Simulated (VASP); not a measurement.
Write the native input for VASP 6.6.1 that does the following.

- Task: single point
- Functional: PBE
- Potentials or basis: VASP PAW PBE potentials, release 64 (Ga_d, O)
- Cutoff: 520 eV
- k mesh: 6 × 6 × 4
- Occupations: gaussian, width 0.1 eV
- Spin: no spin polarisation
- Dipole correction: no
- Further INCAR settings: ALGO = Normal; EDIFF = 1e-06; NBANDS = 37

The structure of Ga4O lies in POSCAR:

```
Ga4O
1.0
    4.8423894900      0.0000000000      0.0000000000
   -2.4211947400      4.1936323100      0.0000000000
    0.0000000000      0.0000000000      4.6844210600
Ga O
4 1
Direct
    0.1962204400      0.8037795600      0.5000000000
    0.1962204400      0.3924408700      0.5000000000
    0.6075591300      0.8037795600      0.5000000000
    0.6666666700      0.3333333300      0.5000000000
    0.3333333300      0.6666666700      0.0000000000
```

The cell was built from a structure type or drawn by symmetry, and may not be a known phase.

One way to write it, as run:

INCAR

```
SYSTEM = Ga4O
  PREC = Accurate
  ENCUT = 520
  EDIFF = 1E-6
  ISMEAR = 0
  SIGMA = 0.1
  LREAL = .False.
  LASPH = .True.
  NELM = 60
  ALGO = Normal
  ISIF = 2
  LWAVE = .False.
  LCHARG = .False.
  GGA = PE
  NBANDS = 37
```

KPOINTS

```
Automatic mesh
0
Gamma
  6 6 4
  0 0 0
```

Potentials or basis: VASP PAW PBE potentials, release 64 (Ga_d, O).

Launch:

```bash
$ cat potpaw_PBE.64/Ga_d/POTCAR potpaw_PBE.64/O/POTCAR > POTCAR
$ mpirun -np 1 vasp_std > vasp.out
```

It gave:

The pressure is 30.1 GPa, the largest force is 12.910 eV/Å and the band gap on the k mesh is zero (bands 29 and 30 overlap by 2.03 eV).

Caveat: the cell stands under pressure; forces of over 1 eV/Å act on the atoms, so gaps and moduli don't describe the material at rest.

Run time: 42 s on 1 thread of AMD EPYC 9R45 96-Core Processor (Zen 5), on a shared host, peak memory 0.2 GiB.
